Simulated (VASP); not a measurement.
Crystal: ZnCu.

```
Zn Cu
1.0
     2.88488    0.00000    0.00000
     0.00000    2.88488    0.00000
     0.00000    0.00000    2.88488
Zn Cu
1 1
Direct
  0.50000 0.50000 0.50000
  0.00000 0.00000 0.00000
```

This cell differs from its parent crystal: volume scaled by 0.94.

Base run:

* Program: VASP 6.6.1
* Functional: PBEsol
* Potentials or basis: VASP PAW PBE potentials, release 64 (Zn, Cu)
* Cutoff: 520 eV
* k mesh: 9 × 9 × 9
* Occupations: fermi-dirac, width 0.05 eV
* Spin: no spin polarisation

Its results: pressure 4.5 GPa.

Task: The run is repeated on the same cell with these changes: functional from PBEsol to r2SCAN; cutoff from 520 eV to 660 eV. What comes out?

Result: Pressure 5.8 GPa.

Caveats: the PAW data sets were made with another functional, which shifts forces and pressure a little.
